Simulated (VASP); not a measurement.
# C (Cm) in VASP: notebook

Runs on C. Level: r2SCAN. Tasks: single point.

The COD entry that gives the cell may itself be a prediction, so a difference from it is no test against experiment.

Program: VASP 6.6.1. These are calculated values, not measurements. Logs are shortened: lines on timing, memory, paths and dates and some standing lists are left out, and cuts for length are marked.

### Step 1. The cell of the first run

Symmetry: Cm, No. 8, monoclinic system. The conventional cell has a = 4.350 Å, b = 2.511 Å, c = 10.562 Å, α = 90.00°, β = 101.88°, γ = 90.00°. Within 2.1 Å of C (site symmetry m) lie 4 C at 1.54 Å. C (site symmetry m) has 4 C at 1.54 Å within 2.1 Å. Within 2.1 Å of C (site symmetry m) lie 4 C at 1.54 Å. C (site symmetry m) has 4 C at 1.54 Å within 2.1 Å. Within 2.1 Å of C (site symmetry m) lie 4 C at 1.54 Å. Within 2.1 Å of C (site symmetry m) lie 4 C at 1.54 Å. C (site symmetry m) has 4 C at 1.54 to 1.73 Å within 2.1 Å. Within 2.1 Å of C (site symmetry m) lie 4 C at 1.54 to 1.57 Å.

### Step 2. Single point, r2SCAN

File POSCAR:

```
C
1.0
   -2.5113391176      0.0000000000      0.0000000000
   -1.2556695588     -2.1748834734      0.0000000000
   -1.8833787713     -1.0873692406     10.3359979276
C
10
Direct
   -0.7036142301     -0.7036142301      0.8741534038
    0.3708342101      0.3708342101      0.7252465962
    0.0038769154      0.0038769154      0.1257878883
    0.4966430646      0.4966430646      0.4736121117
   -0.0706270546     -0.0706270546      0.2748057630
    0.5711470346      0.5711470346      0.3245942370
   -0.3953322917     -0.3953322917      0.9242595341
    0.0625522717      0.0625522717      0.6751404659
    0.3622536877      0.3622536877      0.0756976711
    0.1382662923      0.1382662923      0.5237023289
```

File INCAR.step1:

```
PREC     = Accurate       # precision mode
ENCUT    = 520            # plane-wave cutoff, eV
ISMEAR   = 0              # smearing method
SIGMA    = 0.05           # smearing width, eV
LREAL    = F              # projectors in reciprocal space
LASPH    = T              # aspherical terms in the spheres
NELM     = 100            # most SCF steps
NBANDS   = 31             # bands
GGA      = PE             # functional
ALGO     = Normal         # electronic algorithm
EDIFF    = 1E-4           # SCF threshold, eV
LWAVE    = T              # write WAVECAR
LCHARG   = F              # write CHGCAR
```

File INCAR.step2:

```
PREC     = Accurate       # precision mode
ENCUT    = 520            # plane-wave cutoff, eV
EDIFF    = 1E-6           # SCF threshold, eV
ISMEAR   = 0              # smearing method
SIGMA    = 0.05           # smearing width, eV
LREAL    = F              # projectors in reciprocal space
LASPH    = T              # aspherical terms in the spheres
NELM     = 100            # most SCF steps
ALGO     = Normal         # electronic algorithm
ISIF     = 2              # what is computed and relaxed
LWAVE    = F              # write WAVECAR
LCHARG   = F              # write CHGCAR
METAGGA  = R2SCAN         # meta-GGA
LMIXTAU  = T            
NBANDS   = 31             # bands
ISTART   = 1
```

File KPOINTS:

```
Automatic mesh
0
Gamma
  10 10 3
```

Potentials or basis: VASP PAW PBE potentials, release 64 (C).

Launch:

```bash
cat potpaw_PBE.64/C/POTCAR > POTCAR
cp INCAR.step1 INCAR
mpirun -np 1 vasp_std > vasp.out
cp INCAR.step2 INCAR
mpirun -np 1 vasp_std > vasp.out
```

OUTCAR:

```text
PREC = Accurate
   ENCUT = 520
   EDIFF = 1E-6
   ISMEAR = 0
   LREAL = F
   LASPH = T
   NELM = 100
   ISIF = 2
   METAGGA = R2SCAN
   ISTART = 1

 ion  position               nearest neighbor table
   1  0.296  0.296  0.874-   2 1.54   7 1.54   7 1.54   7 1.54
   2  0.371  0.371  0.725-   1 1.54   8 1.54   8 1.54   8 1.54
   3  0.004  0.004  0.126-   9 1.54   9 1.54   9 1.54   5 1.54
   4  0.497  0.497  0.474-  10 1.54  10 1.54  10 1.54   6 1.54
   5  0.929  0.929  0.275-   6 1.54   6 1.54   6 1.54   3 1.54
   6  0.571  0.571  0.325-   5 1.54   5 1.54   5 1.54   4 1.54
   7  0.605  0.605  0.924-   1 1.54   1 1.54   1 1.54   9 1.73
   8  0.063  0.063  0.675-   2 1.54   2 1.54   2 1.54  10 1.57
   9  0.362  0.362  0.076-   3 1.54   3 1.54   3 1.54   7 1.73
  10  0.138  0.138  0.524-   4 1.54   4 1.54   4 1.54   8 1.57

  LATTYP: Found a base centered monoclinic cell.
 ALAT       =     4.3497669467
 B/A-ratio  =     0.5773502692
 C/A-ratio  =     2.4282467709
 COS(beta)  =    -0.2058961522

  Lattice vectors:

 A1 = (   2.5113391176,   0.0000000000,   0.0000000000)
 A2 = (   1.2556695588,   2.1748834734,   0.0000000000)
 A3 = (  -1.8833787713,  -1.0873692406,  10.3359979276)

Analysis of symmetry for initial positions (statically):
=====================================================================
 Subroutine PRICEL returns:
 Original cell was already a primitive cell.

 Routine SETGRP: Setting up the symmetry group for a
 base centered monoclinic supercell.

 Subroutine GETGRP returns: Found  2 space group operations
 (whereof  2 operations were pure point group operations)
 out of a pool of  4 trial point group operations.

The static configuration has the point symmetry C_1h.

Analysis of symmetry for dynamics (positions and initial velocities):
=====================================================================
 Subroutine PRICEL returns:
 Original cell was already a primitive cell.

 Routine SETGRP: Setting up the symmetry group for a
 base centered monoclinic supercell.

 Subroutine GETGRP returns: Found  2 space group operations
 (whereof  2 operations were pure point group operations)
 out of a pool of  4 trial point group operations.

The dynamic configuration has the point symmetry C_1h.

 Subroutine INISYM returns: Found  2 space group operations
 (whereof  2 operations are pure point group operations),
 and found     1 'primitive' translations

----------------------------------------------------------------------------------------

                                     Primitive cell

  volume of cell :      56.4539

  direct lattice vectors                    reciprocal lattice vectors
    -2.511339118  0.000000000  0.000000000    -0.398193933  0.229897374 -0.048371398
    -1.255669559 -2.174883473  0.000000000     0.000000000 -0.459794749 -0.048371398
    -1.883378771 -1.087369241 10.335997928     0.000000000  0.000000000  0.096749245

  length of vectors
     2.511339118  2.511339118 10.562307542     0.462332135  0.462332135  0.096749245

  position of ions in fractional coordinates (direct lattice)
     0.296385770  0.296385770  0.874153404
     0.370834210  0.370834210  0.725246596
     0.003876915  0.003876915  0.125787888
     0.496643065  0.496643065  0.473612112
     0.929372945  0.929372945  0.274805763
     0.571147035  0.571147035  0.324594237
     0.604667708  0.604667708  0.924259534
     0.062552272  0.062552272  0.675140466
     0.362253688  0.362253688  0.075697671
     0.138266292  0.138266292  0.523702329

  ion indices of the primitive-cell ions
   primitive index   ion index
                 1           1
                 2           2
                 3           3
                 4           4
                 5           5
                 6           6
                 7           7
                 8           8
[... 26 lines left out ...]
|           W    W    AA    RRRRR   N    N  II  N    N   GGGG   !!!           |
|           W    W   A  A   R    R  NN   N  II  NN   N  G    G  !!!           |
|           W    W  A    A  R    R  N N  N  II  N N  N  G       !!!           |
|           W WW W  AAAAAA  RRRRR   N  N N  II  N  N N  G  GGG   !            |
|           WW  WW  A    A  R   R   N   NN  II  N   NN  G    G                |
|           W    W  A    A  R    R  N    N  II  N    N   GGGG   !!!           |
|                                                                             |
|     Your reciprocal lattice and k-lattice belong to different lattice       |
|     classes:                                                                |
|                                                                             |
|        The reciprocal lattice is body-centered orthorhombic,                |
|        whereas your k-lattice is base-centered monoclinic.                  |
|                                                                             |
|     Results are often still useful ...                                      |
|                                                                             |
 -----------------------------------------------------------------------------

 WARNING: IBZKPT: internal override: KBLOWUP is changed to .FALSE.
      ... skipping the blow-up phase ...

 Subroutine IBZKPT returns following result:
 ===========================================

 Found     86 irreducible k-points:

 Following reciprocal coordinates:
            Coordinates               Weight
  0.000000  0.000000  0.000000      1.000000
  0.100000 -0.000000 -0.000000      4.000000
  0.200000 -0.000000 -0.000000      4.000000
  0.300000 -0.000000 -0.000000      4.000000
  0.400000  0.000000 -0.000000      4.000000
  0.500000 -0.000000 -0.000000      2.000000
[... 16 lines left out ...]
  0.300000  0.300000 -0.000000      2.000000
  0.400000  0.300000 -0.000000      4.000000
 [... further k-points ...]
   k-points           NKPTS =     86   k-points in BZ     NKDIM =     86   number of bands    NBANDS=     31
   number of dos      NEDOS =    301   number of ions     NIONS =     10
   total plane-waves  NPLWV =  32000
   dimension x,y,z NGX =    20 NGY =   20 NGZ =   80
   dimension x,y,z NGXF=    40 NGYF=   40 NGZF=  160
   ions per type =              10
   NGX,Y,Z   is equivalent  to a cutoff of  13.24, 13.24, 12.59 a.u.
   NGXF,Y,Z  is equivalent  to a cutoff of  26.48, 26.48, 25.18 a.u.
 SYSTEM =  unknown system
   PREC   = accura    normal or accurate (medium, high low for compatibility)
   ISTART =      1    job   : 0-new  1-cont  2-samecut
   ICHARG =      0    charge: 1-file 2-atom 10-const
   ISPIN  =      1    spin polarized calculation?
   LNONCOLLINEAR =      F non collinear calculations
   LSORBIT =      F    spin-orbit coupling
   LASPH  =      T    aspherical Exc in radial PAW
   ENCUT  =  520.0 eV  38.22 Ry    6.18 a.u.   4.67  4.67 19.64*2*pi/ulx,y,z
   NELM   =    100;   NELMIN=  2; NELMDL=  0     # of ELM steps
   EDIFF  = 0.1E-05   stopping-criterion for ELM
   LREAL  =      F    real-space projection
   EDIFFG = 0.1E-04   stopping-criterion for IOM
   NSW    =      0    number of steps for IOM
   IBRION =     -1    ionic relax: 0-MD 1-quasi-New 2-CG
   NFREE  =      0    steps in history (QN), initial steepest desc. (CG)
   ISIF   =      2    stress and relaxation
   ISYM   =      2    0-nonsym 1-usesym 2-fastsym
   POTIM  = 0.5000    time-step for ionic-motion
   TEBEG  =    0.0;   TEEND  =   0.0 temperature during run
   PSTRESS=    0.0 pullay stress
   NELECT =      40.0000    total number of electrons
   NUPDOWN=      -1.0000    fix difference up-down
   EMIN   =  10.00;   EMAX   =-10.00  energy-range for DOS
   EFERMI =   0.00;   METHOD = LEGACY
   ISMEAR =     0;   SIGMA  =   0.05  broadening in eV -4-tet -1-fermi 0-gaus
   EFERMI_NEDOS =   21; number of points for ismear=-14 and -15
   IALGO  =     38    algorithm
   IMIX   =      4    mixing-type and parameters
     AMIX     =   0.40;   BMIX     =  1.00
     AMIX_MAG =   1.60;   BMIX_MAG =  1.00
  volume/ion in A,a.u.               =       5.65        38.10
  Fermi-wavevector in a.u.,A,eV,Ry     =   1.459476  2.758009 28.981357  2.130070
  Thomas-Fermi vector in A             =   2.576038
   LORBIT       =      0    0 simple, 1 ext, 2 COOP (PROOUT), +10 PAW based schemes
   METAGGA = R2SCAN    functional components
   LHFCALC =     F    Hartree Fock is set to
   AEXX    =    0.0000 exact exchange contribution
   IVDW    =     0    specifies the selected vdW correction
   LEPSILON=     F    determine dielectric tensor
   LRPA    =     F    only Hartree local field effects (RPA)
 non-spin polarized calculation
 Gauss-broadening in eV      SIGMA  =   0.05
  energy-cutoff  :      520.00
  volume of cell :       56.45
 maximum number of plane-waves:      1542
   NGX =  9   NGY =  9   NGZ = 39

 number of electron      39.9999997 magnetization

 Free energy of the ion-electron system (eV)
  ---------------------------------------------------
  ext. energy  EPLUGINS =         0.00000000
  ---------------------------------------------------
  free energy    TOTEN  =       -96.20925232 eV

  energy without entropy =      -96.20925232  energy(sigma->0) =      -96.20925232

 E-fermi :  10.6433     XC(G=0): -14.3050

 val. band max:       10.3608076882   @ k =   0.0000   0.0000   0.0000
 cond. band min:      12.4818530009   @ k =   0.5000   0.5000  -0.0000
 fundamental gap:      2.1210453127
 Fermi energy:        10.6433248588

 k-point     1 :       0.0000    0.0000    0.0000
  band No.  band energies     occupation
      1     -12.9704      2.00000
      2     -11.8801      2.00000
      3     -11.7667      2.00000
      4      -8.6191      2.00000
      5      -8.5149      2.00000
      6      -2.3658      2.00000
[... 805 lines left out ...]
     30      20.5138      0.00000
     31      21.3159      0.00000

 [... further k-points ...]
[... 5 lines left out ...]
  --------------------------------------------------------------------------------------
  -------------------------------------------------------------------------------------
  Total       -1.2925947      0.4731110      3.0608417     -1.5291460     -5.2200465     -9.0413870
  in kB      -36.6842121     13.4270267     86.8675713    -43.3976058   -148.1464296   -256.5971754
  external PRESSURE =      21.2034619 kB  Pullay stress =       0.0000000 kB

 VOLUME and BASIS-vectors are now :
 -----------------------------------------------------------------------------
  energy-cutoff  :      520.00
  volume of cell :       56.45
      direct lattice vectors                 reciprocal lattice vectors
    -2.511339118  0.000000000  0.000000000    -0.398193933  0.229897374 -0.048371398
    -1.255669559 -2.174883473  0.000000000     0.000000000 -0.459794749 -0.048371398
    -1.883378771 -1.087369241 10.335997928     0.000000000  0.000000000  0.096749245

 POSITION                                       TOTAL-FORCE (eV/Angst)
 -----------------------------------------------------------------------------------
     -2.76285     -1.59513      9.03525         0.346634      0.200129     -0.029425
     -2.76285     -1.59513      7.49615         0.476564      0.275145     -0.239424
     -0.25151     -0.14521      1.30014         0.285796      0.165005     -0.045417
     -2.76285     -1.59513      4.89525        -0.038531     -0.022246      0.011159
     -4.01852     -2.32009      2.84039        -0.345565     -0.199512      0.184109
     -2.76285     -1.59513      3.35501         0.018085      0.010441     -0.002574
     -4.01852     -2.32009      9.55314         3.570952      2.061690     -0.826987
     -1.50718     -0.87017      6.97825        -0.000997     -0.000575      0.010256
     -1.50718     -0.87017      0.78241        -4.355901     -2.514881      0.948453
     -1.50718     -0.87017      5.41299         0.042962      0.024804     -0.010149
 -----------------------------------------------------------------------------------
    total drift:                                0.000015      0.000009     -0.001615

  FREE ENERGIE OF THE ION-ELECTRON SYSTEM (eV)
  ---------------------------------------------------
  free  energy   TOTEN  =       -96.2092523196 eV

  energy  without entropy=      -96.2092523196  energy(sigma->0) =      -96.20925232
```

It took 3.7 min on 1 thread of Intel Xeon 6975P-C (Granite Rapids), shared host; peak memory 0.24 GiB.

What came out:

* Free energy: -96.2093 eV
* Pressure: 2.1 GPa
* Largest force: 5.118 eV/Å
* Band gap on the k mesh: 2.12 eV, indirect (least direct gap 4.82 eV)

Forces on the atoms (eV/Å):
```
C    0.347  0.200 -0.029
C    0.477  0.275 -0.239
C    0.286  0.165 -0.045
C   -0.039 -0.022  0.011
C   -0.346 -0.200  0.184
C    0.018  0.010 -0.003
C    3.571  2.062 -0.827
C   -0.001 -0.001  0.010
C   -4.356 -2.515  0.948
C    0.043  0.025 -0.010
```

Levels at points of the mesh, in eV from the valence-band top:
| k point | band 18 | band 19 | band 20 | band 21 | band 22 | band 23 |
| --- | --- | --- | --- | --- | --- | --- |
| (0.00, 0.00, 0.00) | -0.89 | -0.64 | 0.00 | 4.82 | 5.37 | 5.56 |
| (0.50, 0.00, 0.00) | -4.88 | -3.96 | -3.40 | 4.19 | 4.63 | 5.12 |
| (0.50, 0.50, 0.00) | -4.18 | -4.06 | -3.26 | 2.12 | 4.45 | 5.32 |

Caveat: the PAW data sets were made with another functional, which shifts forces and pressure a little. A k mesh can miss the band edges.

### Step 3. Single point, r2SCAN

File POSCAR:

```
C
1.0
   -2.5113391176      0.0000000000      0.0000000000
   -1.2556695588     -2.1748834734      0.0000000000
    0.9418777361      0.5437933645     10.3359979276
C
10
Direct
   -0.0479991773     -0.0479991773      0.8741534038
    0.9147691573      0.9147691573      0.7252465962
    0.0982178317      0.0982178317      0.1257878883
    0.8518521483      0.8518521483      0.4736121117
    0.1354772676      0.1354772676      0.2748057630
    0.8145927124      0.8145927124      0.3245942370
    0.2978623588      0.2978623588      0.9242595341
    0.5689076212      0.5689076212      0.6751404659
    0.4190269410      0.4190269410      0.0756976711
    0.5310430390      0.5310430390      0.5237023289
```

File INCAR.step1:

```
PREC = Accurate
ENCUT = 520
ISMEAR = 0
SIGMA = 0.05
LREAL = False
LASPH = True
NELM = 80
NBANDS = 31
GGA = PE
ALGO = Normal
EDIFF = 1E-4
LWAVE = True
LCHARG = False
```

File INCAR.step2:

```
PREC = Accurate
ENCUT = 520
EDIFF = 1E-6
ISMEAR = 0
SIGMA = 0.05
LREAL = False
LASPH = True
NELM = 80
ALGO = Normal
ISIF = 2
LWAVE = False
LCHARG = False
METAGGA = R2SCAN
LMIXTAU = True
NBANDS = 31
ISTART = 1
```

KPOINTS is that of step 2.

Potentials or basis: VASP PAW PBE potentials, release 64 (C).

Launch:

```bash
cat potpaw_PBE.64/C/POTCAR > POTCAR
cp INCAR.step1 INCAR
mpirun -np 1 vasp_std > vasp.out
cp INCAR.step2 INCAR
mpirun -np 1 vasp_std > vasp.out
```

Run time: 3.7 min. Hardware: 1 thread of Intel Xeon 6975P-C (Granite Rapids), shared host; peak memory 0.23 GiB.

Results (log left out):

```
Free energy            : -97.6892 eV
Pressure               : 1.1 GPa
Largest force          : 2.693 eV/Å
Band gap on the k mesh : 4.25 eV, indirect (least direct gap 5.23 eV)
```

Forces in eV/Å, atoms in the order of the input:
```
C    0.122  0.071  0.007
C   -0.221 -0.128 -0.051
C    0.082  0.047  0.005
C    0.024  0.014  0.002
C    0.253  0.146  0.060
C   -0.006 -0.003 -0.003
C   -2.332 -1.346 -0.048
C    0.005  0.003 -0.005
C    2.093  1.208  0.031
C   -0.020 -0.011  0.003
```

Stress tensor (GPa, compression positive):
```
-0.19 -1.18 14.15
-1.18  1.17  8.17
14.15  8.17  2.27
```

Levels at points of the mesh, in eV from the valence-band top:
| k point | band 18 | band 19 | band 20 | band 21 | band 22 | band 23 |
| --- | --- | --- | --- | --- | --- | --- |
| (0.00, 0.00, 0.00) | -0.60 | -0.30 | 0.00 | 5.23 | 5.42 | 5.64 |
| (0.50, 0.00, 0.00) | -4.86 | -3.87 | -3.29 | 4.82 | 5.02 | 5.88 |
| (0.50, 0.50, 0.00) | -4.03 | -3.90 | -3.86 | 4.54 | 4.90 | 5.57 |

Caveat: the PAW data sets were made with another functional, which shifts forces and pressure a little. A k mesh can miss the band edges.

[end of part 1 of 2]
